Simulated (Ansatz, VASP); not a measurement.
# AlN in VASP and in Ansatz

```xyz
4
Lattice="3.0886 0.0000 0.0000 -1.5443 2.6748 0.0000 0.0000 0.0000 5.3391" Properties=species:S:1:pos:R:3 pbc="T T T"
Al    0.0000    1.7832    0.0081
Al    1.5443    0.8916    2.6777
N     0.0000    1.7832    2.0474
N     1.5443    0.8916    4.7170
```

Alike in both runs: task relaxation of the atoms; functional LDA; k mesh 9 × 9 × 6; occupations gaussian, width 0.05 eV; no spin polarisation.

```csv
,VASP,Ansatz
version,VASP 6.6.1,Ansatz 0.2.0
potentials or method,"VASP PAW LDA potentials, release 64 (Al, N), cutoff 520 eV","scalar-relativistic, plane waves, PAW"
valence electrons in the cell,16,16
```

```csv
,VASP,Ansatz,Ansatz less VASP
"gap on the k mesh at the Fermi level, each at its own relaxed structure (eV)",3.57,3.57,0.000
```

Ansatz warns that its potentials were made for another functional, while VASP's fit it. LDA's correlation is that of Perdew and Zunger in VASP and of Perdew and Wang (1992) in Ansatz. Ansatz's warnings: stress scf threshold loose.
